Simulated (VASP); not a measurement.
# Si (P6_3/mmc) in VASP: a series of runs, part 3 of 3

VASP 6.6.1. The steps go on from the part before.

## Step 5: Relaxation of cell and atoms, LDA

File INCAR:

```
PREC     = Accurate       # precision mode
ENCUT    = 600            # plane-wave cutoff, eV
EDIFF    = 1E-6           # SCF threshold, eV
ISMEAR   = 0              # smearing method
SIGMA    = 0.02           # smearing width, eV
LREAL    = False          # projectors in reciprocal space
LASPH    = True           # aspherical terms in the spheres
NELM     = 100            # most SCF steps
ALGO     = Normal         # electronic algorithm
ISIF     = 3              # what is computed and relaxed
LWAVE    = False          # write WAVECAR
LCHARG   = False          # write CHGCAR
IBRION   = 2              # ionic algorithm
NSW      = 100            # ionic steps
EDIFFG   = -0.002         # ionic threshold
```

File KPOINTS:

```
Automatic mesh
0
Gamma
  9 9 6
```

File POSCAR:

```
Si
1.0
    3.8200000000      0.0000000000      0.0000000000
   -1.9100000000      3.3082170425      0.0000000000
    0.0000000000      0.0000000000      6.3200000000
Si
4
Direct
    0.3333333333      0.6666666667      0.0000000000
    0.6666666667      0.3333333333      0.5000000000
    0.3333333333      0.6666666667      0.3740000000
    0.6666666667      0.3333333333      0.8740000000
```

Potentials or basis: VASP PAW LDA potentials, release 64 (Si).

Started as:

```
$ cat potpaw_LDA.64/Si/POTCAR > POTCAR
$ mpirun -np 1 vasp_std > vasp.out
```

OUTCAR:

```text
PREC = Accurate
   ENCUT = 600
   EDIFF = 1E-6
   ISMEAR = 0
   LREAL = False
   LASPH = True
   NELM = 100
   ISIF = 3
   IBRION = 2
   NSW = 100
   EDIFFG = -0.002

 ion  position               nearest neighbor table
   1  0.333  0.667  0.000-   4 2.34   4 2.34   4 2.34   3 2.36
   2  0.667  0.333  0.500-   3 2.34   3 2.34   3 2.34   4 2.36
   3  0.333  0.667  0.374-   2 2.34   2 2.34   2 2.34   1 2.36
   4  0.667  0.333  0.874-   1 2.34   1 2.34   1 2.34   2 2.36

  LATTYP: Found a hexagonal cell.
 ALAT       =     3.8200000000
 C/A-ratio  =     1.6544502618

  Lattice vectors:

 A1 = (   3.8200000000,   0.0000000000,   0.0000000000)
 A2 = (  -1.9100000000,   3.3082170425,   0.0000000000)
 A3 = (   0.0000000000,   0.0000000000,   6.3200000000)

Analysis of symmetry for initial positions (statically):
=====================================================================
 Subroutine PRICEL returns:
 Original cell was already a primitive cell.

 Routine SETGRP: Setting up the symmetry group for a
 hexagonal supercell.

 Subroutine GETGRP returns: Found 24 space group operations
 (whereof  6 operations were pure point group operations)
 out of a pool of 24 trial point group operations.

The static configuration has the point symmetry C_3v.
 The point group associated with its full space group is D_6h.

[... 176 lines left out ...]
  in kB      -12.5024609    -12.5024609    -13.4894209      0.0000000     -0.0000000      0.0000000
  external PRESSURE =     -12.8314475 kB  Pullay stress =       0.0000000 kB
[... 215 lines left out ...]
--------------------------------------- Ionic step        7  -------------------------------------------

 number of electron      16.0000000 magnetization

 Free energy of the ion-electron system (eV)
  ---------------------------------------------------
  ext. energy  EPLUGINS =         0.00000000
  ---------------------------------------------------
  free energy    TOTEN  =       -23.79877259 eV

  energy without entropy =      -23.79877259  energy(sigma->0) =      -23.79877259

 E-fermi :   6.3007     XC(G=0):  -9.6630

 val. band max:        6.2017917161   @ k =   0.0000   0.0000   0.0000
 cond. band min:       6.5114866401   @ k =   0.4444   0.0000   0.0000
 fundamental gap:      0.3096949241
 Fermi energy:         6.3006628374

 k-point     1 :       0.0000    0.0000    0.0000
  band No.  band energies     occupation
      1      -6.1464      2.00000
      2      -3.8067      2.00000
      3      -1.1485      2.00000
      4       4.6575      2.00000
      5       4.6575      2.00000
      6       5.8345      2.00000
      7       6.2018      2.00000
      8       6.2018      2.00000
      9       7.1932      0.00000
     10       8.1518      0.00000
     11       8.1518      0.00000
     12       8.5046      0.00000
[... 331 lines left out ...]
 k-point    24 :       0.3333    0.3333    0.1667
  band No.  band energies     occupation
      1      -2.8648      2.00000
      2      -2.8648      2.00000
      3      -0.6621      2.00000
      4      -0.6621      2.00000
      5       0.9437      2.00000
      6       2.5516      2.00000
      7       2.9031      2.00000
      8       2.9031      2.00000
      9       7.2501      0.00000
     10       9.8883      0.00000
     11       9.8883      0.00000
     12      11.5082      0.00000

 [... further k-points ...]
[... 5 lines left out ...]
  --------------------------------------------------------------------------------------
  -------------------------------------------------------------------------------------
  Total       -0.0058263     -0.0058263      0.0029275      0.0000000      0.0000000      0.0000000
  in kB       -0.1184812     -0.1184812      0.0595326      0.0000000      0.0000000      0.0000000
  external PRESSURE =      -0.0591433 kB  Pullay stress =       0.0000000 kB
[... 19 lines left out ...]
  FREE ENERGIE OF THE ION-ELECTRON SYSTEM (eV)
  ---------------------------------------------------
  free  energy   TOTEN  =       -23.7987725881 eV

  energy  without entropy=      -23.7987725881  energy(sigma->0) =      -23.79877259

 reached required accuracy - stopping structural energy minimisation
```

OSZICAR:

```text
N       E                     dE             d eps       ncg     rms          rms(c)
DAV:   1     0.354527242458E+02    0.35453E+02   -0.67719E+03  1152   0.123E+03
DAV:   2    -0.216188742827E+02   -0.57072E+02   -0.51997E+02  1584   0.153E+02
[... 35 lines left out ...]
       N       E                     dE             d eps       ncg     rms          rms(c)
DAV:   1    -0.237987723028E+02    0.10690E-05   -0.70560E-06  1324   0.170E-02    0.251E-03
DAV:   2    -0.237987721646E+02    0.13811E-06   -0.33278E-07   620   0.438E-03
   6 F= -.23798772E+02 E0= -.23798772E+02  d E =-.130690E-05
       N       E                     dE             d eps       ncg     rms          rms(c)
DAV:   1    -0.237987726175E+02   -0.31477E-06   -0.41227E-06  1196   0.129E-02    0.157E-03
DAV:   2    -0.237987725881E+02    0.29401E-07   -0.14199E-07   584   0.275E-03
   7 F= -.23798773E+02 E0= -.23798773E+02  d E =-.173038E-05
```

CONTCAR:

```text
Si
   1.00000000000000
     3.8031250056646728    0.0000000000000000    0.0000000000000000
    -1.9015625028323364    3.2936028687163121   -0.0000000000000000
    -0.0000000000000000   -0.0000000000000000    6.2898894131739533
  Si
     4
Direct
     0.3333333332999970    0.6666666667000030    0.0000270230163933
     0.6666666667000030    0.3333333332999970    0.5000270230163933
     0.3333333332999970    0.6666666667000030    0.3739729769836090
     0.6666666667000030    0.3333333332999970    0.8739729769836090

  0.00000000E+00  0.00000000E+00  0.00000000E+00
  0.00000000E+00  0.00000000E+00  0.00000000E+00
  0.00000000E+00  0.00000000E+00  0.00000000E+00
  0.00000000E+00  0.00000000E+00  0.00000000E+00
```

Wall time 2.8 min (1 thread of Intel Xeon 8259CL, shared host); peak memory 0.2 GiB.

What came out:

```
Free energy                            : -23.7988 eV
Relaxed volume                         : 19.70 Å³/atom
Relaxed cell                           : a = 3.803 Å, b = 3.803 Å, c = 6.290 Å, α = 90.00°, β = 90.00°, γ = 120.00°
Space group after relaxing (to 0.05 Å) : P6_3/mmc (No. 194)
Energy gained by relaxing              : 1.1 meV/atom
Ionic steps                            : 7
Pressure after relaxing                : 0.0 GPa
Band gap on the k mesh                 : 0.31 eV, indirect (least direct gap 0.99 eV)
```

The path:
```csv
step,energy change (eV),largest force (eV/Å),pressure (GPa),volume (Å³)
1,0.0000,0.0011,-1.28,79.87
2,-0.0022,0.0036,0.95,78.03
3,-0.0044,0.0026,0.00,78.79
4,-0.0044,0.0026,0.02,78.76
5,-0.0044,0.0007,0.01,78.78
6,-0.0044,0.0021,-0.01,78.79
7,-0.0044,0.0010,-0.01,78.79
```

Final structure:
```
Si
1.0
     3.80313    0.00000    0.00000
    -1.90156    3.29360    0.00000
     0.00000    0.00000    6.28989
Si
4
Cartesian
  0.0000 2.1957 0.0002
  1.9016 1.0979 3.1451
  0.0000 2.1957 2.3522
  1.9016 1.0979 5.4972
```

Levels at points of the mesh, in eV from the valence-band top:
```csv
k point,band 6,band 7,band 8,band 9,band 10,band 11
"(0.00, 0.00, 0.00)",-0.37,0.00,0.00,0.99,1.95,1.95
"(0.00, 0.00, 0.50)",-0.94,-0.94,-0.94,1.78,1.78,2.94
```

A k mesh can miss the band edges.

## Step 6: Overview

| task | cell | k mesh | cutoff (eV) | smearing | gap on the mesh (eV) | pressure (GPa) |
| --- | --- | --- | --- | --- | --- | --- |
| single point | a = 3.820, b = 3.820, c = 6.320 Å, angles 90.0, 90.0, 120.0°, 4 atoms | 6 × 6 × 4 | 520 | gaussian 0.1 eV | 0.30 | -1.2 |
| single point | a = 3.802, b = 3.802, c = 6.288 Å, angles 90.0, 90.0, 120.0°, 4 atoms | 9 × 9 × 6 | 520 | gaussian 0.02 eV | 0.31 | 0.1 |
| single point | a = 3.802, b = 3.802, c = 6.288 Å, angles 90.0, 90.0, 120.0°, 4 atoms | 9 × 9 × 6 | 520 | gaussian 0.01 eV | 0.31 | 0.1 |
| relaxation of cell and atoms | relaxed from a = 3.820, b = 3.820, c = 6.320 Å, angles 90.0, 90.0, 120.0°, 4 atoms | 9 × 9 × 6 | 600 | gaussian 0.02 eV | 0.31 | 0.0 |

Alike in all rows: level LDA; potentials or basis VASP PAW LDA potentials, release 64 (Si); no spin polarisation.

Absolute energies hang on the potentials; compare differences alone.
